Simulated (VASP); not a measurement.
B:

```
B
1.0
     2.77128    0.00000    0.00000
    -1.38564    2.40000    0.00000
     0.00000    0.00000    4.97577
B
5
Direct
  0.33333 0.66667 0.57481
  0.66667 0.33333 0.76233
  0.00000 0.00000 0.00000
  0.33333 0.66667 0.23767
  0.66667 0.33333 0.42519
```

The cell was generated, and may not be a known phase.

```yaml
Program: VASP 6.6.1
Task: relaxation of cell and atoms
Functional: PBE
Potentials_or_basis: VASP PAW PBE potentials, release 64 (B)
Cutoff: 600 eV
k_mesh: 18 × 18 × 8
Occupations: gaussian, width 0.1 eV
Spin: no spin polarisation
```

At the start: pressure -0.2 GPa; volume 6.62 Å³/atom.

**Question.** How do energy, volume and symmetry change on relaxing?

**Answer.** Over 11 steps the energy falls by 2.6 meV/atom and the volume is 6.58 Å³/atom (-0.6 %); space group P-3m1 (No. 164, to 0.1 Å) before and after.

Step by step:
```tsv
step	energy change (eV)	largest force (eV/Å)	pressure (GPa)	volume (Å³)
1	0.0000	0.2362	-0.22	33.09
2	-0.0102	0.0894	-0.49	33.05
3	-0.0111	0.0889	-0.76	32.99
4	-0.0124	0.0781	-0.64	33.02
5	-0.0125	0.0758	-0.65	33.01
6	-0.0130	0.0401	0.20	32.86
7	-0.0130	0.0343	0.05	32.89
8	-0.0131	0.0152	0.18	32.88
9	-0.0131	0.0139	0.16	32.88
10	-0.0131	0.0110	-0.10	32.91
11	-0.0131	0.0017	0.00	32.90
```

Final structure:
```xyz
5
Lattice="2.7837 0.0000 0.0000 -1.3919 2.4108 0.0000 0.0000 0.0000 4.9022" Properties=species:S:1:pos:R:3 pbc="T T T"
B     0.0000    1.6072    2.8326
B     1.3919    0.8036    3.7553
B     0.0000    0.0000    0.0000
B     0.0000    1.6072    1.1468
B     1.3919    0.8036    2.0695
```
